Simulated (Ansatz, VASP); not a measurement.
## Sr: VASP beside Ansatz

File INCAR:

```
ALGO     = Normal         # electronic algorithm
EDIFF    = 1E-8           # SCF threshold, eV
ENCUT    = 520            # plane-wave cutoff, eV
GGA      = CA             # functional
ISIF     = 2              # what is computed and relaxed
ISMEAR   = -1             # smearing method
LASPH    = T              # aspherical terms in the spheres
LCHARG   = F              # write CHGCAR
LEFG     = T            
LREAL    = F              # projectors in reciprocal space
LWAVE    = F              # write WAVECAR
NBANDS   = 17             # bands
NELM     = 80             # most SCF steps
PREC     = Accurate       # precision mode
SIGMA    = 0.05           # smearing width, eV
```

The input KPOINTS:

```
k-points
0
Gamma
  11 11 11
```

The input POSCAR:

```
Sr
1.0
   -2.8100000000      2.8600000000      1.5250000000
    2.8100000000     -2.8600000000      1.5250000000
    2.8100000000      2.8600000000     -1.5250000000
Sr
2
Direct
    0.4050000000      0.0950000000      0.1900000000
    0.5950000000      0.9050000000      0.8100000000
```

Input for Ansatz:

```yaml
crystal:
  lattice:
    - [-2.81, 2.86, 1.525]
    - [2.81, -2.86, 1.525]
    - [2.81, 2.86, -1.525]
  atoms:
    - { symbol: Sr, position: [0.405, 0.095, 0.19] }
    - { symbol: Sr, position: [0.595, 0.905, 0.81] }
kpoints:
  mp_grid: { grid: [11, 11, 11] }
scf:
  occupations: { method: fermi_dirac, width: 0.05 }
hamiltonian:
  xc: lda
  pseudopotentials: { kind: paw }
output:
  forces: true
  stress: true
  eigenvalues: true
  efg: { contact_densities: true }
  populations: true
  write_density: true
  write_potential: true
  elf: true
  volumetric_format: npy
```

Change from the starting cell: shortest bond scaled by 0.76, PAW files.

Alike in both runs: task electric field gradients; functional LDA; k mesh 11 × 11 × 11; occupations fermi-dirac, width 0.05 eV; no spin polarisation.

```csv
,VASP,Ansatz
version,VASP 6.6.1,Ansatz 0.2.0
potentials or method,"VASP PAW LDA potentials, release 64 (Sr_sv)","PAW with Ansatz's default frozen-core files, scalar-relativistic"
plane-wave cutoff (eV),520,420
valence electrons in the cell,20,20
```

```tsv
	VASP	Ansatz	Ansatz less VASP
pressure (GPa)	35.3	33.6	-1.72
traceless stress, the component that is largest in VASP (GPa)	35.68	33.25	-2.436
rms of the force components (eV/Å)	5.838	5.507	-0.3316
size of Vzz on the site where it differs most (V/Å²)	116.9	117.7	+0.72
```

LDA's correlation is that of Perdew and Zunger in VASP and of Perdew and Wang (1992) in Ansatz. Atom by atom the forces differ by 0.334 eV/Å (rms over components). Both programs put the cell under a high pressure, so it lies far from rest at this level.
